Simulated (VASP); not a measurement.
Here is a VASP 6.6.1 calculation.

Contents of INCAR:

```
PREC = Accurate
ENCUT = 520
EDIFF = 1E-6
ISMEAR = -1
SIGMA = 0.05
LREAL = False
LASPH = True
NELM = 60
ALGO = Normal
ISIF = 2
LWAVE = False
LCHARG = False
GGA = PE
NBANDS = 56
```

File KPOINTS:

```
regular mesh
0
Gamma
  5 5 5
```

File POSCAR:

```
HfO2
1.0
    5.1853498288      0.0000000000      0.0000000000
    0.0000000000      5.2539407204      0.0000000000
   -0.8699625537      0.0000000000      5.2824785238
Hf O
4 8
Direct
    0.2755000000      0.4603000000      0.7080000000
    0.7245000000      0.9603000000      0.7920000000
    0.7245000000      0.5397000000      0.2920000000
    0.2755000000      0.0397000000      0.2080000000
    0.0742000000      0.1684000000      0.8467000000
    0.9258000000      0.6684000000      0.6533000000
    0.9258000000      0.8316000000      0.1533000000
    0.0742000000      0.3316000000      0.3467000000
    0.4487000000      0.7419000000      0.9801000000
    0.5513000000      0.2419000000      0.5199000000
    0.5513000000      0.2581000000      0.0199000000
    0.4487000000      0.7581000000      0.4801000000
```

Potentials or basis: VASP PAW PBE potentials, release 64 (Hf_pv, O).

Launch:

```bash
$ cat potpaw_PBE.64/Hf_pv/POTCAR potpaw_PBE.64/O/POTCAR > POTCAR
$ mpirun -np 1 vasp_std > vasp.out
```

Task: What does it give for the band gap on the k mesh?

Result: 4.03 eV, indirect (least direct gap 4.10 eV).

Task: Predict the pressure.

Result: -6.4 GPa.

Stress tensor (GPa, compression positive):
```
-6.36  0.00 -0.32
 0.00 -7.29  0.00
-0.32  0.00 -5.50
```

Caveat: spin-orbit coupling is left out, which moves the levels of the heavy elements. Expect the measured gap to be larger: semilocal functionals such as PBE lack the derivative discontinuity.
